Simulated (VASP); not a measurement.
# Na (Pm-3m) in VASP: further runs

Na is run at these levels: LDA; tasks: single point.

All numbers are computed with VASP 6.6.1; they aren't measurements. Logs are shortened: lines on timing, memory, paths and dates and some standing lists are left out, and cuts for length are marked.

### 1 The cell of the first run

Symmetry: Pm-3m, No. 221, cubic system. Conventional cell: a = 2.486 Å, b = 2.486 Å, c = 2.486 Å, α = 90.00°, β = 90.00°, γ = 90.00°. Within 3.3 Å of Na (site symmetry m-3m) lie 6 Na at 2.49 Å.

### 2 Single point, LDA (volume scaled by 0.43)

INCAR

```
SYSTEM = Na
PREC = Accurate
ENCUT = 520
EDIFF = 1E-6
ISMEAR = -1
SIGMA = 0.05
LREAL = .FALSE.
LASPH = .TRUE.
NELM = 80
ALGO = Normal
ISIF = 2
LWAVE = .FALSE.
LCHARG = .FALSE.
GGA = CA
NBANDS = 10
```

KPOINTS

```
Automatic mesh
0
G
  12 12 12
  0 0 0
```

POSCAR

```
Na
1.0
    2.4857175948      0.0000000000      0.0000000000
    0.0000000000      2.4857175948      0.0000000000
    0.0000000000      0.0000000000      2.4857175948
Na
1
Direct
    0.0000000000      0.0000000000      0.0000000000
```

Potentials or basis: VASP PAW LDA potentials, release 64 (Na_pv).

Started as:

```console
cat potpaw_LDA.64/Na_pv/POTCAR > POTCAR
mpirun -np 1 vasp_std > vasp.out
```

OUTCAR:

```text
SYSTEM = Na
   PREC = Accurate
   ENCUT = 520
   EDIFF = 1E-6
   ISMEAR = -1
   LREAL = .FALSE.
   LASPH = .TRUE.
   NELM = 80
   ISIF = 2
   GGA = CA

 ion  position               nearest neighbor table
   1  0.000  0.000  0.000-

  LATTYP: Found a simple cubic cell.
 ALAT       =     2.4857175948

  Lattice vectors:

 A1 = (   2.4857175948,   0.0000000000,   0.0000000000)
 A2 = (   0.0000000000,   2.4857175948,   0.0000000000)
 A3 = (   0.0000000000,   0.0000000000,   2.4857175948)

Analysis of symmetry for initial positions (statically):
=====================================================================
 Subroutine PRICEL returns:
 Original cell was already a primitive cell.

 Routine SETGRP: Setting up the symmetry group for a
 simple cubic supercell.

 Subroutine GETGRP returns: Found 48 space group operations
 (whereof 48 operations were pure point group operations)
 out of a pool of 48 trial point group operations.

The static configuration has the point symmetry O_h .

Analysis of symmetry for dynamics (positions and initial velocities):
=====================================================================
 Subroutine PRICEL returns:
 Original cell was already a primitive cell.

 Routine SETGRP: Setting up the symmetry group for a
 simple cubic supercell.

 Subroutine GETGRP returns: Found 48 space group operations
 (whereof 48 operations were pure point group operations)
 out of a pool of 48 trial point group operations.

The dynamic configuration has the point symmetry O_h .

 Subroutine INISYM returns: Found 48 space group operations
 (whereof 48 operations are pure point group operations),
 and found     1 'primitive' translations

----------------------------------------------------------------------------------------

                                     Primitive cell

  volume of cell :      15.3587

  direct lattice vectors                    reciprocal lattice vectors
     2.485717595  0.000000000  0.000000000     0.402298315  0.000000000  0.000000000
     0.000000000  2.485717595  0.000000000     0.000000000  0.402298315  0.000000000
     0.000000000  0.000000000  2.485717595     0.000000000  0.000000000  0.402298315

  length of vectors
     2.485717595  2.485717595  2.485717595     0.402298315  0.402298315  0.402298315

  position of ions in fractional coordinates (direct lattice)
     0.000000000  0.000000000  0.000000000

  ion indices of the primitive-cell ions
   primitive index   ion index
                 1           1

----------------------------------------------------------------------------------------

 KPOINTS: Automatic mesh

Automatic generation of k-mesh.
 Grid dimensions read from file:
 generate k-points for:   12   12   12

 Generating k-lattice:

  Cartesian coordinates                     Fractional coordinates (reciprocal lattice)
     0.033524860  0.000000000  0.000000000     0.083333333  0.000000000  0.000000000
     0.000000000  0.033524860  0.000000000     0.000000000  0.083333333  0.000000000
     0.000000000  0.000000000  0.033524860     0.000000000  0.000000000  0.083333333

  Length of vectors
     0.033524860  0.033524860  0.033524860

  Shift w.r.t. Gamma in fractional coordinates (k-lattice)
     0.000000000  0.000000000  0.000000000

 Subroutine IBZKPT returns following result:
 ===========================================

 Found     84 irreducible k-points:

 Following reciprocal coordinates:
            Coordinates               Weight
  0.000000  0.000000  0.000000      1.000000
  0.083333  0.000000  0.000000      6.000000
  0.166667  0.000000  0.000000      6.000000
  0.250000  0.000000  0.000000      6.000000
  0.333333  0.000000  0.000000      6.000000
  0.416667  0.000000  0.000000      6.000000
[... 16 lines left out ...]
  0.333333  0.333333  0.000000     12.000000
  0.416667  0.333333  0.000000     24.000000
 [... further k-points ...]
   k-points           NKPTS =     84   k-points in BZ     NKDIM =     84   number of bands    NBANDS=     10
   number of dos      NEDOS =    301   number of ions     NIONS =      1
   total plane-waves  NPLWV =   5832
   dimension x,y,z NGX =    18 NGY =   18 NGZ =   18
   dimension x,y,z NGXF=    36 NGYF=   36 NGZF=   36
   ions per type =               1
   NGX,Y,Z   is equivalent  to a cutoff of  12.04, 12.04, 12.04 a.u.
   NGXF,Y,Z  is equivalent  to a cutoff of  24.08, 24.08, 24.08 a.u.
 SYSTEM =  Na
   PREC   = accura    normal or accurate (medium, high low for compatibility)
   ISTART =      0    job   : 0-new  1-cont  2-samecut
   ICHARG =      2    charge: 1-file 2-atom 10-const
   ISPIN  =      1    spin polarized calculation?
   LNONCOLLINEAR =      F non collinear calculations
   LSORBIT =      F    spin-orbit coupling
   LASPH  =      T    aspherical Exc in radial PAW
   ENCUT  =  520.0 eV  38.22 Ry    6.18 a.u.   4.62  4.62  4.62*2*pi/ulx,y,z
   NELM   =     80;   NELMIN=  2; NELMDL= -5     # of ELM steps
   EDIFF  = 0.1E-05   stopping-criterion for ELM
   LREAL  =      F    real-space projection
   EDIFFG = 0.1E-04   stopping-criterion for IOM
   NSW    =      0    number of steps for IOM
   IBRION =     -1    ionic relax: 0-MD 1-quasi-New 2-CG
   NFREE  =      0    steps in history (QN), initial steepest desc. (CG)
   ISIF   =      2    stress and relaxation
   ISYM   =      2    0-nonsym 1-usesym 2-fastsym
   POTIM  = 0.5000    time-step for ionic-motion
   TEBEG  =    0.0;   TEEND  =   0.0 temperature during run
   PSTRESS=    0.0 pullay stress
   NELECT =       7.0000    total number of electrons
   NUPDOWN=      -1.0000    fix difference up-down
   EMIN   =  10.00;   EMAX   =-10.00  energy-range for DOS
   EFERMI =   0.00;   METHOD = LEGACY
   ISMEAR =    -1;   SIGMA  =   0.05  broadening in eV -4-tet -1-fermi 0-gaus
   EFERMI_NEDOS =   21; number of points for ismear=-14 and -15
   IALGO  =     38    algorithm
   IMIX   =      4    mixing-type and parameters
     AMIX     =   0.40;   BMIX     =  1.00
     AMIX_MAG =   1.60;   BMIX_MAG =  1.00
  volume/ion in A,a.u.               =      15.36       103.65
  Fermi-wavevector in a.u.,A,eV,Ry     =   1.259860  2.380791 21.595820  1.587248
  Thomas-Fermi vector in A             =   2.393399
   LORBIT       =      0    0 simple, 1 ext, 2 COOP (PROOUT), +10 PAW based schemes
   GGA     = CA    functional components
   LHFCALC =     F    Hartree Fock is set to
   AEXX    =    0.0000 exact exchange contribution
   IVDW    =     0    specifies the selected vdW correction
   LEPSILON=     F    determine dielectric tensor
   LRPA    =     F    only Hartree local field effects (RPA)
 non-spin polarized calculation
  energy-cutoff  :      520.00
  volume of cell :       15.36
 maximum number of plane-waves:       437
   NGX =  9   NGY =  9   NGZ =  9

 number of electron       7.0000022 magnetization

 Free energy of the ion-electron system (eV)
  ---------------------------------------------------
  ext. energy  EPLUGINS =         0.00000000
  ---------------------------------------------------
  free energy    TOTEN  =        -0.36402254 eV

  energy without entropy =       -0.35999543  energy(sigma->0) =       -0.36200898

 E-fermi :   4.3299     XC(G=0):  -9.8145

 val. band max:        4.2954143183   @ k =   0.3333   0.2500   0.2500
 cond. band min:       4.3379836408   @ k =   0.5000   0.0833   0.0833
 fundamental gap:      0.0425693224
 Fermi energy:         4.3298744279

 k-point     1 :       0.0000    0.0000    0.0000
  band No.  band energies     occupation
      1     -21.0509      2.00000
      2     -21.0509      2.00000
      3     -21.0509      2.00000
      4      -1.2713      2.00000
      5      16.9729      0.00000
      6      16.9729      0.00000
      7      22.2232      0.00000
      8      22.2232      0.00000
      9      22.2232      0.00000
     10      29.0759      0.00000

 k-point     2 :       0.0833    0.0000    0.0000
  band No.  band energies     occupation
      1     -21.1037      2.00000
      2     -21.0465      2.00000
      3     -21.0465      2.00000
      4      -1.0841      2.00000
      5      15.9426      0.00000
      6      17.1298      0.00000
      7      22.2975      0.00000
      8      22.2975      0.00000
      9      22.8510      0.00000
     10      29.8767      0.00000

 k-point     3 :       0.1667    0.0000    0.0000
  band No.  band energies     occupation
      1     -21.2461      2.00000
      2     -21.0343      2.00000
      3     -21.0343      2.00000
      4      -0.5327      2.00000
      5      13.8112      0.00000
      6      17.5965      0.00000
      7      22.5150      0.00000
      8      22.5150      0.00000
      9      24.0065      0.00000
     10      32.0066      0.00000

 k-point     4 :       0.2500    0.0000    0.0000
  band No.  band energies     occupation
      1     -21.4364      2.00000
      2     -21.0177      2.00000
      3     -21.0177      2.00000
      4       0.3560      2.00000
      5      11.4429      0.00000
      6      18.3570      0.00000
      7      22.8569      0.00000
      8      22.8569      0.00000
      9      25.2582      0.00000
     10      31.4172      0.00000
[... 222 lines left out ...]
 k-point    22 :       0.5000    0.2500    0.0000
  band No.  band energies     occupation
      1     -21.7292      2.00000
      2     -21.3254      2.00000
      3     -20.9545      2.00000
      4       5.1847      0.00000
      5       7.2355      0.00000
      6      15.5436      0.00000
      7      17.9439      0.00000
      8      25.2360      0.00000
      9      28.3408      0.00000
     10      28.6370      0.00000

 k-point    23 :       0.3333    0.3333    0.0000
  band No.  band energies     occupation
      1     -21.5434      2.00000
      2     -21.5047      2.00000
      3     -20.9549      2.00000
      4       3.9877      1.99787
      5      11.0841      0.00000
      6      11.7820      0.00000
      7      18.6154      0.00000
      8      25.0887      0.00000
      9      27.0711      0.00000
     10      29.3412      0.00000

 k-point    24 :       0.4167    0.3333    0.0000
  band No.  band energies     occupation
      1     -21.6479      2.00000
      2     -21.4992      2.00000
      3     -20.9436      2.00000
      4       5.1982      0.00000
      5       9.4167      0.00000
      6      12.5139      0.00000
      7      16.9730      0.00000
      8      25.8546      0.00000
      9      28.3166      0.00000
     10      28.6909      0.00000

 [... further k-points ...]

------------------------ aborting loop because EDIFF is reached ----------------------------------------

  FORCE on cell =-STRESS in cart. coord.  units (eV):
  Direction    XX          YY          ZZ          XY          YZ          ZX
  --------------------------------------------------------------------------------------
  -------------------------------------------------------------------------------------
  Total        2.8977619      2.8977619      2.8977619     -0.0000000      0.0000000     -0.0000000
  in kB      302.2859243    302.2859243    302.2859243     -0.0000000      0.0000000     -0.0000000
  external PRESSURE =     302.2859243 kB  Pullay stress =       0.0000000 kB

 VOLUME and BASIS-vectors are now :
 -----------------------------------------------------------------------------
  energy-cutoff  :      520.00
  volume of cell :       15.36
      direct lattice vectors                 reciprocal lattice vectors
     2.485717595  0.000000000  0.000000000     0.402298315  0.000000000  0.000000000
     0.000000000  2.485717595  0.000000000     0.000000000  0.402298315  0.000000000
     0.000000000  0.000000000  2.485717595     0.000000000  0.000000000  0.402298315

 POSITION                                       TOTAL-FORCE (eV/Angst)
 -----------------------------------------------------------------------------------
      0.00000      0.00000      0.00000         0.000000      0.000000      0.000000
 -----------------------------------------------------------------------------------
    total drift:                                0.000000      0.000000      0.000000

  FREE ENERGIE OF THE ION-ELECTRON SYSTEM (eV)
  ---------------------------------------------------
  free  energy   TOTEN  =        -0.3640225361 eV

  energy  without entropy=       -0.3599954270  energy(sigma->0) =       -0.36200898
```

It took 4.9 s on 1 thread of Intel Xeon 6975P-C (Granite Rapids), shared host; peak memory 0.11 GiB.

What came out:

| Property | Result |
| --- | --- |
| Free energy | -0.3640 eV |
| Pressure | 30.2 GPa |

Levels at points of the mesh, in eV from the Fermi level:
| k point | band 1 | band 2 | band 3 | band 4 | band 5 | band 6 |
| --- | --- | --- | --- | --- | --- | --- |
| (0.00, 0.00, 0.00) | -25.38 | -25.38 | -25.38 | -5.60 | 12.64 | 12.64 |
| (0.50, 0.00, 0.00) | -26.13 | -25.31 | -25.31 | -0.23 | 1.33 | 16.73 |
| (0.50, 0.50, 0.00) | -25.98 | -25.98 | -25.25 | 3.37 | 5.86 | 5.86 |
| (0.50, 0.50, 0.50) | -25.86 | -25.86 | -25.86 | 8.32 | 8.32 | 8.32 |

### 3 Single point, LDA (volume scaled by 0.43)

INCAR

```
ALGO = Normal ; EDIFF = 1E-6
ENCUT = 520 ; ISIF = 2
ISMEAR = -1 ; LASPH = T
LCHARG = F ; LREAL = F
LWAVE = F ; NBANDS = 10
NELM = 100 ; PREC = Accurate
SIGMA = 0.05
```

KPOINTS

```
k-points
0
Gamma
  12 12 12
```

POSCAR is that of step 2.

Potentials or basis: VASP PAW LDA potentials, release 64 (Na_pv).

Started as:

```console
cat potpaw_LDA.64/Na_pv/POTCAR > POTCAR
mpirun -np 1 vasp_std > vasp.out
```

Wall time 3 s (1 thread of Intel Xeon 6975P-C (Granite Rapids), shared host); peak memory 0.11 GiB.

Results (log left out):

```
Free energy : -0.3640 eV
Pressure    : 30.2 GPa
```

Levels at points of the mesh, in eV from the Fermi level:
```tsv
k point	band 1	band 2	band 3	band 4	band 5	band 6	band 7
(0.00, 0.00, 0.00)	-25.38	-25.38	-25.38	-5.60	12.64	12.64	17.89
(0.50, 0.00, 0.00)	-26.13	-25.31	-25.31	-0.23	1.33	16.73	19.51
(0.50, 0.50, 0.00)	-25.98	-25.98	-25.25	3.37	5.86	5.86	9.30
(0.50, 0.50, 0.50)	-25.86	-25.86	-25.86	8.32	8.32	8.32	10.77
```

### 4 Single point, LDA (volume scaled by 0.5)

INCAR

```
SYSTEM = Na
PREC     = Accurate       ! precision mode
ENCUT    = 520            ! plane-wave cutoff, eV
EDIFF    = 1E-6           ! SCF threshold, eV
ISMEAR   = -1             ! smearing method
SIGMA    = 0.05           ! smearing width, eV
LREAL    = .FALSE.        ! projectors in reciprocal space
LASPH    = .TRUE.         ! aspherical terms in the spheres
NELM     = 60             ! most SCF steps
ALGO     = Normal         ! electronic algorithm
ISIF     = 2              ! what is computed and relaxed
LWAVE    = .FALSE.        ! write WAVECAR
LCHARG   = .FALSE.        ! write CHGCAR
NBANDS   = 10             ! bands
```

KPOINTS

```
Automatic mesh
0
G
  12 12 12
  0 0 0
```

POSCAR

```
Na
1.0
    2.6138799412      0.0000000000      0.0000000000
    0.0000000000      2.6138799412      0.0000000000
    0.0000000000      0.0000000000      2.6138799412
Na
1
Direct
    0.0000000000      0.0000000000      0.0000000000
```

Started as:

```console
cat potpaw_LDA.64/Na_pv/POTCAR > POTCAR
mpirun -np 1 vasp_std > vasp.out
```

Run time: 4.3 s. Hardware: 1 thread of Intel Xeon 6975P-C (Granite Rapids), shared host; peak memory 0.12 GiB.

The run converged. Its results:

- Free energy: -0.7397 eV
- Pressure: 18.5 GPa

Levels at points of the mesh, in eV from the Fermi level:
```
           k point  band 1  band 2  band 3  band 4  band 5  band 6  band 7
(0.00, 0.00, 0.00)  -25.19  -25.19  -25.19   -5.14   11.89   11.89   16.20
(0.50, 0.00, 0.00)  -25.70  -25.14  -25.14   -0.21    1.04   15.59   18.09
(0.50, 0.50, 0.00)  -25.61  -25.61  -25.10    3.49    5.22    5.22    8.18
(0.50, 0.50, 0.50)  -25.53  -25.53  -25.53    7.96    7.96    7.96   10.17
```

(Continued in part 2 of 2.)
